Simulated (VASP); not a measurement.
# MgF2 (P4_2/mnm) in VASP: a series of runs

Aim: see how the results for MgF2 move with the level of theory and the settings. Levels: PBE, r2SCAN. Tasks: single point.

All numbers are computed with VASP 6.6.1; they aren't measurements. Logs are shortened: lines on timing, memory, paths and dates and some standing lists are left out, and cuts for length are marked.

## 1. The cell of the first run

Symmetry: P4_2/mnm, No. 136, tetragonal system. The conventional cell has a = 4.622 Å, b = 4.622 Å, c = 2.924 Å, α = 90.00°, β = 90.00°, γ = 90.00°. Mg (site symmetry mmm) has 6 F at 1.96 to 1.97 Å within 2.6 Å. F (site symmetry m2m) has 3 Mg at 1.96 to 1.97 Å and 9 F at 2.60 to 2.77 Å within 2.8 Å.

## 2. Single point, PBE (uniaxial z strain -4.0%)

File INCAR:

```
SYSTEM = MgF2
PREC     = Accurate       ! precision mode
ENCUT    = 600            ! plane-wave cutoff, eV
EDIFF    = 1E-6           ! SCF threshold, eV
ISMEAR   = -1             ! smearing method
SIGMA    = 0.02           ! smearing width, eV
LREAL    = .FALSE.        ! projectors in reciprocal space
LASPH    = .TRUE.         ! aspherical terms in the spheres
NELM     = 120            ! most SCF steps
ALGO     = Normal         ! electronic algorithm
ISIF     = 2              ! what is computed and relaxed
LWAVE    = .FALSE.        ! write WAVECAR
LCHARG   = .FALSE.        ! write CHGCAR
GGA      = PE             ! functional
NBANDS   = 25             ! bands
GGA_COMPAT= .FALSE.
```

File KPOINTS:

```
regular mesh
0
G
  6 6 8
  0 0 0
```

File POSCAR:

```
MgF2
1.0
    4.6220159946      0.0000000000      0.0000000000
    0.0000000000      4.6220159946      0.0000000000
    0.0000000000      0.0000000000      2.9242672892
Mg F
2 4
Direct
    0.0000000000      0.0000000000      0.0000000000
    0.5000000000      0.5000000000      0.5000000000
    0.3008632720      0.3008632720      0.0000000000
    0.1991367280      0.8008632720      0.5000000000
    0.8008632720      0.1991367280      0.5000000000
    0.6991367280      0.6991367280      0.0000000000
```

Potentials or basis: VASP PAW PBE potentials, release 64 (Mg, F).

Run with:

```
cat potpaw_PBE.64/Mg/POTCAR potpaw_PBE.64/F/POTCAR > POTCAR
mpirun -np 1 vasp_std > vasp.out
```

OUTCAR:

```text
SYSTEM = MgF2
   PREC = Accurate
   ENCUT = 600
   EDIFF = 1E-6
   ISMEAR = -1
   LREAL = .FALSE.
   LASPH = .TRUE.
   NELM = 120
   ISIF = 2
   GGA = PE

 ion  position               nearest neighbor table
   1  0.000  0.000  0.000-   4 1.96   5 1.96   4 1.96   5 1.96   3 1.97   6 1.97   2 3.58   2 3.58
                             2 3.58   2 3.58   2 3.58   2 3.58   2 3.58   2 3.58
   2  0.500  0.500  0.500-   3 1.96   6 1.96   3 1.96   6 1.96   5 1.97   4 1.97   1 3.58   1 3.58
                             1 3.58   1 3.58   1 3.58   1 3.58   1 3.58   1 3.58
   3  0.301  0.301  0.000-   2 1.96   2 1.96   1 1.97
   4  0.199  0.801  0.500-   1 1.96   1 1.96   2 1.97
   5  0.801  0.199  0.500-   1 1.96   1 1.96   2 1.97
   6  0.699  0.699  0.000-   2 1.96   2 1.96   1 1.97

  LATTYP: Found a simple tetragonal cell.
 ALAT       =     4.6220159946
 C/A-ratio  =     0.6326822089

  Lattice vectors:

 A1 = (   4.6220159946,   0.0000000000,   0.0000000000)
 A2 = (   0.0000000000,   4.6220159946,   0.0000000000)
 A3 = (   0.0000000000,   0.0000000000,   2.9242672892)

Analysis of symmetry for initial positions (statically):
=====================================================================
 Subroutine PRICEL returns:
 Original cell was already a primitive cell.

 Routine SETGRP: Setting up the symmetry group for a
 simple tetragonal supercell.

 Subroutine GETGRP returns: Found 16 space group operations
 (whereof  8 operations were pure point group operations)
 out of a pool of 16 trial point group operations.

The static configuration has the point symmetry D_2h.
 The point group associated with its full space group is D_4h.

Analysis of symmetry for dynamics (positions and initial velocities):
=====================================================================
 Subroutine PRICEL returns:
 Original cell was already a primitive cell.

 Routine SETGRP: Setting up the symmetry group for a
 simple tetragonal supercell.

 Subroutine GETGRP returns: Found 16 space group operations
 (whereof  8 operations were pure point group operations)
 out of a pool of 16 trial point group operations.

The dynamic configuration has the point symmetry D_2h.
 The point group associated with its full space group is D_4h.

 Subroutine INISYM returns: Found 16 space group operations
 (whereof  8 operations are pure point group operations),
 and found     1 'primitive' translations

----------------------------------------------------------------------------------------

                                     Primitive cell

  volume of cell :      62.4712

  direct lattice vectors                    reciprocal lattice vectors
     4.622015995  0.000000000  0.000000000     0.216355807  0.000000000  0.000000000
     0.000000000  4.622015995  0.000000000     0.000000000  0.216355807  0.000000000
     0.000000000  0.000000000  2.924267289     0.000000000  0.000000000  0.341966004

  length of vectors
     4.622015995  4.622015995  2.924267289     0.216355807  0.216355807  0.341966004

  position of ions in fractional coordinates (direct lattice)
     0.000000000  0.000000000  0.000000000
     0.500000000  0.500000000  0.500000000
     0.300863272  0.300863272  0.000000000
     0.199136728  0.800863272  0.500000000
     0.800863272  0.199136728  0.500000000
     0.699136728  0.699136728  0.000000000

  ion indices of the primitive-cell ions
   primitive index   ion index
                 1           1
                 2           2
                 3           3
                 4           4
                 5           5
                 6           6

----------------------------------------------------------------------------------------

 KPOINTS: regular mesh

Automatic generation of k-mesh.
 Grid dimensions read from file:
 generate k-points for:    6    6    8

 Generating k-lattice:

  Cartesian coordinates                     Fractional coordinates (reciprocal lattice)
     0.036059301  0.000000000  0.000000000     0.166666667  0.000000000  0.000000000
     0.000000000  0.036059301  0.000000000     0.000000000  0.166666667  0.000000000
     0.000000000  0.000000000  0.042745751     0.000000000  0.000000000  0.125000000

  Length of vectors
     0.036059301  0.036059301  0.042745751

  Shift w.r.t. Gamma in fractional coordinates (k-lattice)
     0.000000000  0.000000000  0.000000000

 Subroutine IBZKPT returns following result:
 ===========================================

 Found     50 irreducible k-points:

 Following reciprocal coordinates:
            Coordinates               Weight
  0.000000  0.000000  0.000000      1.000000
  0.166667  0.000000  0.000000      4.000000
  0.333333  0.000000  0.000000      4.000000
  0.500000  0.000000  0.000000      2.000000
  0.166667  0.166667  0.000000      4.000000
  0.333333  0.166667  0.000000      8.000000
[... 16 lines left out ...]
  0.333333  0.000000  0.250000      8.000000
  0.500000  0.000000  0.250000      4.000000
 [... further k-points ...]
   k-points           NKPTS =     50   k-points in BZ     NKDIM =     50   number of bands    NBANDS=     25
   number of dos      NEDOS =    301   number of ions     NIONS =      6
   total plane-waves  NPLWV =  38400
   dimension x,y,z NGX =    40 NGY =   40 NGZ =   24
   dimension x,y,z NGXF=    80 NGYF=   80 NGZF=   48
   ions per type =               2   4
   NGX,Y,Z   is equivalent  to a cutoff of  14.39, 14.39, 13.64 a.u.
   NGXF,Y,Z  is equivalent  to a cutoff of  28.77, 28.77, 27.29 a.u.
 SYSTEM =  MgF2
   PREC   = accura    normal or accurate (medium, high low for compatibility)
   ISTART =      0    job   : 0-new  1-cont  2-samecut
   ICHARG =      2    charge: 1-file 2-atom 10-const
   ISPIN  =      1    spin polarized calculation?
   LNONCOLLINEAR =      F non collinear calculations
   LSORBIT =      F    spin-orbit coupling
   LASPH  =      T    aspherical Exc in radial PAW
   ENCUT  =  600.0 eV  44.10 Ry    6.64 a.u.   9.23  9.23  5.84*2*pi/ulx,y,z
   NELM   =    120;   NELMIN=  2; NELMDL= -5     # of ELM steps
   EDIFF  = 0.1E-05   stopping-criterion for ELM
   LREAL  =      F    real-space projection
[... 7 lines left out ...]
   TEBEG  =    0.0;   TEEND  =   0.0 temperature during run
   PSTRESS=    0.0 pullay stress
   NELECT =      32.0000    total number of electrons
   NUPDOWN=      -1.0000    fix difference up-down
   EMIN   =  10.00;   EMAX   =-10.00  energy-range for DOS
   EFERMI =   0.00;   METHOD = LEGACY
   ISMEAR =    -1;   SIGMA  =   0.02  broadening in eV -4-tet -1-fermi 0-gaus
   EFERMI_NEDOS =   21; number of points for ismear=-14 and -15
   IALGO  =     38    algorithm
   IMIX   =      4    mixing-type and parameters
     AMIX     =   0.40;   BMIX     =  1.00
     AMIX_MAG =   1.60;   BMIX_MAG =  1.00
  volume/ion in A,a.u.               =      10.41        70.26
  Fermi-wavevector in a.u.,A,eV,Ry     =   1.309880  2.475314 23.344680  1.715786
  Thomas-Fermi vector in A             =   2.440449
   LORBIT       =      0    0 simple, 1 ext, 2 COOP (PROOUT), +10 PAW based schemes
   GGA     = PE    functional components
   LHFCALC =     F    Hartree Fock is set to
   AEXX    =    0.0000 exact exchange contribution
   IVDW    =     0    specifies the selected vdW correction
   LEPSILON=     F    determine dielectric tensor
   LRPA    =     F    only Hartree local field effects (RPA)
 non-spin polarized calculation
  energy-cutoff  :      600.00
  volume of cell :       62.47
 maximum number of plane-waves:      2124
 NGX is ok and might be reduce to    40
   NGX = 19   NGY = 19   NGZ = 11

 number of electron      32.0000004 magnetization

 Free energy of the ion-electron system (eV)
  ---------------------------------------------------
  ext. energy  EPLUGINS =         0.00000000
  ---------------------------------------------------
  free energy    TOTEN  =       -31.36570223 eV

  energy without entropy =      -31.36570223  energy(sigma->0) =      -31.36570223

 E-fermi :  -0.4837     XC(G=0):  -9.9394

 val. band max:       -0.9483060060   @ k =   0.0000   0.0000   0.0000
 cond. band min:       6.5024148138   @ k =   0.0000   0.0000   0.0000
 fundamental gap:      7.4507208198
 Fermi energy:        -0.4836834517

 k-point     1 :       0.0000    0.0000    0.0000
  band No.  band energies     occupation
      1     -21.8792      2.00000
      2     -21.0374      2.00000
      3     -21.0374      2.00000
      4     -20.8976      2.00000
      5      -5.2645      2.00000
      6      -3.6710      2.00000
[... 17 lines left out ...]
     24      17.9429      0.00000
     25      17.9429      0.00000

 k-point     2 :       0.1667    0.0000    0.0000
  band No.  band energies     occupation
      1     -21.8318      2.00000
      2     -21.1213      2.00000
      3     -21.0224      2.00000
      4     -20.8834      2.00000
      5      -5.1563      2.00000
      6      -3.6255      2.00000
[... 17 lines left out ...]
     24      17.6598      0.00000
     25      17.9797      0.00000

 k-point     3 :       0.3333    0.0000    0.0000
  band No.  band energies     occupation
      1     -21.6993      2.00000
      2     -21.2995      2.00000
      3     -20.9826      2.00000
      4     -20.8922      2.00000
      5      -4.8714      2.00000
      6      -4.0385      2.00000
[... 17 lines left out ...]
     24      17.2787      0.00000
     25      17.7270      0.00000

 k-point     4 :       0.5000    0.0000    0.0000
  band No.  band energies     occupation
      1     -21.5082      2.00000
      2     -21.5082      2.00000
      3     -20.9323      2.00000
      4     -20.9323      2.00000
      5      -4.4836      2.00000
      6      -4.4836      2.00000
[... 17 lines left out ...]
     24      16.9654      0.00000
     25      17.7114      0.00000
[... 477 lines left out ...]
 k-point    22 :       0.1667    0.0000    0.2500
  band No.  band energies     occupation
      1     -21.6012      2.00000
      2     -21.0524      2.00000
      3     -20.9721      2.00000
      4     -20.9079      2.00000
      5      -4.7590      2.00000
      6      -3.5460      2.00000
[... 17 lines left out ...]
     24      17.0107      0.00000
     25      17.5655      0.00000

 k-point    23 :       0.3333    0.0000    0.2500
  band No.  band energies     occupation
      1     -21.4965      2.00000
      2     -21.1880      2.00000
      3     -20.9506      2.00000
      4     -20.9053      2.00000
      5      -4.5312      2.00000
      6      -3.8641      2.00000
[... 17 lines left out ...]
     24      16.2598      0.00000
     25      16.7875      0.00000

 k-point    24 :       0.5000    0.0000    0.2500
  band No.  band energies     occupation
      1     -21.3477      2.00000
      2     -21.3477      2.00000
      3     -20.9242      2.00000
      4     -20.9242      2.00000
      5      -4.2125      2.00000
      6      -4.2125      2.00000
[... 17 lines left out ...]
     24      15.6881      0.00000
     25      17.2109      0.00000

 [... further k-points ...]
[... 5 lines left out ...]
  --------------------------------------------------------------------------------------
  -------------------------------------------------------------------------------------
  Total        2.6965275      2.6965275      5.3144246      0.0000000      0.0000000      0.0000000
  in kB       69.1568953     69.1568953    136.2971817      0.0000000      0.0000000      0.0000000
  external PRESSURE =      91.5369907 kB  Pullay stress =       0.0000000 kB

 VOLUME and BASIS-vectors are now :
 -----------------------------------------------------------------------------
  energy-cutoff  :      600.00
  volume of cell :       62.47
      direct lattice vectors                 reciprocal lattice vectors
     4.622015995  0.000000000  0.000000000     0.216355807  0.000000000  0.000000000
     0.000000000  4.622015995  0.000000000     0.000000000  0.216355807  0.000000000
     0.000000000  0.000000000  2.924267289     0.000000000  0.000000000  0.341966004

 POSITION                                       TOTAL-FORCE (eV/Angst)
 -----------------------------------------------------------------------------------
      0.00000      0.00000      0.00000         0.000000      0.000000      0.000000
      2.31101      2.31101      1.46213         0.000000      0.000000      0.000000
      1.39059      1.39059      0.00000        -0.026607     -0.026607      0.000000
      0.92041      3.70160      1.46213         0.026607     -0.026607      0.000000
      3.70160      0.92041      1.46213        -0.026607      0.026607     -0.000000
      3.23142      3.23142      0.00000         0.026607      0.026607     -0.000000
 -----------------------------------------------------------------------------------
    total drift:                                0.000000     -0.000000     -0.000000

  FREE ENERGIE OF THE ION-ELECTRON SYSTEM (eV)
  ---------------------------------------------------
  free  energy   TOTEN  =       -31.3657022336 eV

  energy  without entropy=      -31.3657022336  energy(sigma->0) =      -31.36570223
```

It took 25 s on 1 thread of Intel Xeon 6975P-C (Granite Rapids), shared host; peak memory 0.23 GiB.

What came out:

| Quantity | Value |
| --- | --- |
| Free energy | -31.3657 eV |
| Pressure | 9.2 GPa |
| Largest force | 0.038 eV/Å |
| Band gap on the k mesh | 7.45 eV |

Forces on the atoms (eV/Å):
```
Mg   0.000  0.000  0.000
Mg   0.000  0.000  0.000
F   -0.027 -0.027  0.000
F    0.027 -0.027  0.000
F   -0.027  0.027  0.000
F    0.027  0.027  0.000
```

Caveat: the cell differs from its parent crystal (uniaxial z strain -4.0%); the stress differs along the axes, from 7 to 14 GPa; the structure was generated, so it needn't be the stable form of MgF2. A k mesh can miss the band edges.

## 3. Single point, PBE (uniaxial z strain -1.0%)

File INCAR:

```
ALGO = Normal
EDIFF = 1E-6
ENCUT = 600
GGA = PE
GGA_COMPAT = F
ISIF = 2
ISMEAR = -1
LASPH = T
LCHARG = F
LREAL = F
LWAVE = F
NBANDS = 25
NELM = 120
PREC = Accurate
SIGMA = 0.02
```

File KPOINTS:

```
k-points
0
Gamma
  6 6 8
```

File POSCAR:

```
MgF2
1.0
    4.6220159946      0.0000000000      0.0000000000
    0.0000000000      4.6220159946      0.0000000000
    0.0000000000      0.0000000000      3.0156506419
Mg F
2 4
Direct
    0.0000000000      0.0000000000      0.0000000000
    0.5000000000      0.5000000000      0.5000000000
    0.3024930229      0.3024930229      0.0000000000
    0.1975069771      0.8024930229      0.5000000000
    0.8024930229      0.1975069771      0.5000000000
    0.6975069771      0.6975069771      0.0000000000
```

Potentials or basis: VASP PAW PBE potentials, release 64 (Mg, F).

Run with:

```
cat potpaw_PBE.64/Mg/POTCAR potpaw_PBE.64/F/POTCAR > POTCAR
mpirun -np 1 vasp_std > vasp.out
```

OUTCAR:

```text
EDIFF = 1E-6
   ENCUT = 600
   GGA = PE
   ISIF = 2
   ISMEAR = -1
   LASPH = T
   LREAL = F
   NELM = 120
   PREC = Accurate

 ion  position               nearest neighbor table
   1  0.000  0.000  0.000-   3 1.98   6 1.98   5 1.99   4 1.99   4 1.99   5 1.99   2 3.60   2 3.60
                             2 3.60   2 3.60   2 3.60   2 3.60   2 3.60   2 3.60
   2  0.500  0.500  0.500-   4 1.98   5 1.98   3 1.99   6 1.99   3 1.99   6 1.99   1 3.60   1 3.60
                             1 3.60   1 3.60   1 3.60   1 3.60   1 3.60   1 3.60
[... 885 lines left out ...]
  -------------------------------------------------------------------------------------
  Total        1.7918281      1.7918281      2.5482529     -0.0000000      0.0000000      0.0000000
  in kB       44.5618284     44.5618284     63.3737191     -0.0000000      0.0000000      0.0000000
  external PRESSURE =      50.8324586 kB  Pullay stress =       0.0000000 kB

 VOLUME and BASIS-vectors are now :
 -----------------------------------------------------------------------------
  energy-cutoff  :      600.00
  volume of cell :       64.42
      direct lattice vectors                 reciprocal lattice vectors
     4.622015995  0.000000000  0.000000000     0.216355807  0.000000000  0.000000000
     0.000000000  4.622015995  0.000000000     0.000000000  0.216355807  0.000000000
     0.000000000  0.000000000  3.015650642     0.000000000  0.000000000  0.331603398

 POSITION                                       TOTAL-FORCE (eV/Angst)
 -----------------------------------------------------------------------------------
      0.00000      0.00000      0.00000        -0.000000      0.000000      0.000000
      2.31101      2.31101      1.50783        -0.000000      0.000000      0.000000
      1.39813      1.39813      0.00000        -0.019919     -0.019919      0.000000
      0.91288      3.70914      1.50783         0.019919     -0.019919      0.000000
      3.70914      0.91288      1.50783        -0.019919      0.019919     -0.000000
      3.22389      3.22389      0.00000         0.019919      0.019919     -0.000000
 -----------------------------------------------------------------------------------
    total drift:                                0.000000      0.000000      0.000000

  FREE ENERGIE OF THE ION-ELECTRON SYSTEM (eV)
  ---------------------------------------------------
  free  energy   TOTEN  =       -31.4922030447 eV

  energy  without entropy=      -31.4922030446  energy(sigma->0) =      -31.49220304
```

It took 26 s on 1 thread of Intel Xeon 6975P-C (Granite Rapids), shared host; peak memory 0.23 GiB.

What came out:

```
Free energy            : -31.4922 eV
Pressure               : 5.1 GPa
Largest force          : 0.028 eV/Å
Band gap on the k mesh : 7.20 eV
```

Forces in eV/Å, atoms in the order of the input:
```
Mg   0.000  0.000  0.000
Mg   0.000  0.000  0.000
F   -0.020 -0.020  0.000
F    0.020 -0.020  0.000
F   -0.020  0.020  0.000
F    0.020  0.020  0.000
```

Levels at points of the mesh, in eV from the valence-band top:
| k point | band 13 | band 14 | band 15 | band 16 | band 17 | band 18 | band 19 | band 20 |
| --- | --- | --- | --- | --- | --- | --- | --- | --- |
| (0.00, 0.00, 0.00) | -0.72 | -0.34 | -0.34 | 0.00 | 7.20 | 12.37 | 12.37 | 13.93 |
| (0.50, 0.00, 0.00) | -0.97 | -0.97 | -0.39 | -0.39 | 9.62 | 9.62 | 13.64 | 13.64 |
| (0.50, 0.50, 0.00) | -0.98 | -0.98 | -0.81 | -0.81 | 11.34 | 11.34 | 11.40 | 11.40 |
| (0.00, 0.00, 0.50) | -1.17 | -1.17 | -0.87 | -0.87 | 12.01 | 12.01 | 15.11 | 15.11 |
| (0.50, 0.00, 0.50) | -0.75 | -0.75 | -0.68 | -0.68 | 12.87 | 12.87 | 13.65 | 13.65 |
| (0.50, 0.50, 0.50) | -0.63 | -0.63 | -0.50 | -0.50 | 13.40 | 13.40 | 13.43 | 13.43 |

Caveat: the cell differs from its parent crystal (uniaxial z strain -1.0%); the cell stands under pressure; the structure was generated, so it needn't be the stable form of MgF2. A k mesh can miss the band edges.

(Part 1 of 2 ends here.)
